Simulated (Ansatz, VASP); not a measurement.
Ta2N in VASP and in Ansatz

File INCAR:

```
PREC     = Accurate       # precision mode
ENCUT    = 520            # plane-wave cutoff, eV
EDIFF    = 1E-6           # SCF threshold, eV
ISMEAR   = 0              # smearing method
SIGMA    = 0.15           # smearing width, eV
LREAL    = F              # projectors in reciprocal space
LASPH    = T              # aspherical terms in the spheres
NELM     = 100            # most SCF steps
ALGO     = Normal         # electronic algorithm
ISIF     = 2              # what is computed and relaxed
LWAVE    = F              # write WAVECAR
LCHARG   = F              # write CHGCAR
GGA      = PS             # functional
NBANDS   = 20             # bands
```

KPOINTS

```
regular mesh
0
Gamma
  18 18 10
```

File POSCAR:

```
Ta2N
1.0
    3.0786153860      0.0000000000      0.0000000000
   -1.5393076930      2.6661591328      0.0399923870
    0.0000000000      0.0723488577      4.8232571822
Ta N
2 1
Direct
    0.6666666667      0.3333333333      0.7462554482
    0.3333333333      0.6666666667      0.2537445518
    0.0000000000      0.0000000000      0.0000000000
```

Input for Ansatz:

```yaml
crystal:
  lattice:
    - [3.078615386, 0.0, 0.0]
    - [-1.539307693, 2.6661591328, 0.039992387]
    - [0.0, 0.0723488577, 4.8232571822]
  atoms:
    - { symbol: Ta, position: [0.6666666667, 0.3333333333, 0.7462554482] }
    - { symbol: Ta, position: [0.3333333333, 0.6666666667, 0.2537445518] }
    - { symbol: "N", position: [0.0, 0.0, 0.0] }
basis:
  ecutwfc: 420
kpoints:
  mp_grid: { grid: [18, 18, 10] }
hamiltonian:
  xc: pbesol
scf:
  occupations: { method: gaussian, width: 0.15 }
output:
  forces: true
  stress: true
  eigenvalues: true
```

Change from the starting cell: strain +0.0300 x Voigt [0, 0, 0, 1, 0, 0], atoms carried along.

Alike in both runs: task single point; functional PBEsol; k mesh 18 × 18 × 10; occupations gaussian, width 0.15 eV; no spin polarisation.

|  | VASP | Ansatz |
| --- | --- | --- |
| version | VASP 6.6.1 | Ansatz 0.2.0 |
| potentials or method | VASP PAW PBE potentials, release 64 (Ta_pv, N), cutoff 520 eV | scalar-relativistic, plane waves, PAW |
| valence electrons in the cell | 27 | 31 |

Ansatz gave:

```
gap on the k mesh at the Fermi level (eV)                     : none
pressure (GPa)                                                : 0.3
traceless stress, the component that is largest in VASP (GPa) : -4.81
rms of the force components (eV/Å)                            : 0.080
```

Estimate VASP's values.

gap on the k mesh at the Fermi level (eV): none; pressure (GPa): 0.9; traceless stress, the component that is largest in VASP (GPa): -4.84; rms of the force components (eV/Å): 0.089.

VASP's potentials were made for PBE, not for PBEsol. Atom by atom the forces differ by 0.027 eV/Å (rms over components). A gap of «none» marks a metal or a gap that the smearing closes. VASP's potentials hold 27 valence electrons a cell and Ansatz's 31, so a difference there can come from the potentials and not from the codes.

Neither program's run includes spin-orbit coupling.
